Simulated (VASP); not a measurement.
A run of VASP 6.6.1 is set up as follows.

Contents of INCAR:

```
SYSTEM = MnS
PREC = Accurate
ENCUT = 520
EDIFF = 1E-6
ISMEAR = 1
SIGMA = 0.1
LREAL = .False.
LASPH = .True.
NELM = 150
ALGO = Normal
ISIF = 2
LWAVE = .False.
LCHARG = .False.
ISPIN = 2
MAGMOM = 2.8 0
LORBIT = 11
LMAXMIX = 4
LDAU = .True.
LDAUTYPE = 1
LDAUL = 2 -1
LDAUU = 4.9 0
LDAUJ = 0.9 0
LDAUPRINT = 1
NBANDS = 20
```

KPOINTS

```
Automatic mesh
0
Gamma
  7 7 7
  0 0 0
```

The input POSCAR:

```
MnS
1.0
    0.0000000000      2.6831951200      2.6831951200
    2.6831951200      0.0000000000      2.6831951200
    2.6831951200      2.6831951200      0.0000000000
Mn S
1 1
Direct
    0.0000000000      0.0000000000      0.0000000000
    0.2500000000      0.2500000000      0.2500000000
```

Potentials or basis: VASP PAW LDA potentials, release 64 (Mn_pv, S).

Run with:

```console
$ cat potpaw_LDA.64/Mn_pv/POTCAR potpaw_LDA.64/S/POTCAR > POTCAR
$ mpirun -np 1 vasp_std > vasp.out
```

Q: Predict the band gap on the k mesh.

A: Zero (filled and empty bands overlap).

Q: Estimate the site moments.

A: Mn +4.47; S +0.07 μB.

Q: What does it give for the net moment?

A: 4.99 μB per cell.

Q: What does it give for the pressure?

A: 11.0 GPa.

Eigenvalues of the final occupation matrices:
```csv
site,spin,trace,eigenvalues
site 1 d,1,4.66,0.93 0.93 0.94 0.94 0.94
site 1 d,2,0.29,0.02 0.02 0.08 0.08 0.08
```

Caveat: the cell stands under pressure; a cell with one magnetic atom can't hold antiferromagnetic order, which such compounds often take. The state reached can hang on the start; a lower one may exist.
